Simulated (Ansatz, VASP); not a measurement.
## Two plane-wave programs on ZrH

```xyz
4
Lattice="3.0516 0.0000 0.0000 0.0000 3.0516 0.0000 0.0000 0.0000 5.5875" Properties=species:S:1:pos:R:3 pbc="T T T"
Zr    0.0000    1.5258    0.0000
Zr    1.5258    0.0000    2.7937
H     0.0000    0.0000    4.1906
H     0.0000    0.0000    1.3969
```

Alike in both runs: task single point; functional LDA; k mesh 16 × 16 × 12; occupations gaussian, width 0.15 eV; no spin polarisation.

```csv
,VASP,Ansatz
version,VASP 6.6.1,Ansatz 0.2.0
potentials or method,"VASP PAW LDA potentials, release 64 (Zr_sv, H), cutoff 520 eV","scalar-relativistic, plane waves, PAW"
valence electrons in the cell,26,26
```

|  | VASP | Ansatz | Ansatz less VASP |
| --- | --- | --- | --- |
| gap on the k mesh at the Fermi level (eV) | none | none | - |
| pressure (GPa) | -6.4 | -6.6 | -0.12 |
| traceless stress, the component that is largest in VASP (GPa) | -9.45 | -9.51 | -0.058 |

LDA's correlation is that of Perdew and Zunger in VASP and of Perdew and Wang (1992) in Ansatz. A gap of «none» marks a metal or a gap that the smearing closes.
